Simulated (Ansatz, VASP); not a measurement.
Hf: VASP beside Ansatz

```
Hf
1.0
     0.00000    2.24264    2.24264
     2.24264    0.00000    2.24264
     2.24264    2.24264    0.00000
Hf
1
Direct
  0.00000 0.00000 0.00000
```

Alike in both runs: task relaxation of cell and atoms; functional PBE; k mesh 22 × 22 × 22; occupations gaussian, width 0.1 eV; no spin polarisation.

|  | VASP | Ansatz |
| --- | --- | --- |
| version | VASP 6.6.1 | Ansatz 0.2.0 |
| potentials or method | VASP PAW PBE potentials, release 64 (Hf_pv), cutoff 600 eV | scalar-relativistic, plane waves, PAW |
| valence electrons in the cell | 10 | 26 |

VASP gave:

```
gap on the k mesh at the Fermi level, each at its own relaxed structure (eV) : none
relaxed volume (Å³/atom)                                                     : 22.45
relaxed cell length with the largest relative difference (Å)                 : 3.167
```

Q: Which values does Ansatz return?

A: gap on the k mesh at the Fermi level, each at its own relaxed structure (eV): none; relaxed volume (Å³/atom): 22.56; relaxed cell length with the largest relative difference (Å): 3.172.

A gap of «none» marks a metal or a gap that the smearing closes. VASP's potentials hold 10 valence electrons a cell and Ansatz's 26, so a difference there can come from the potentials and not from the codes.

Neither program's run includes spin-orbit coupling.
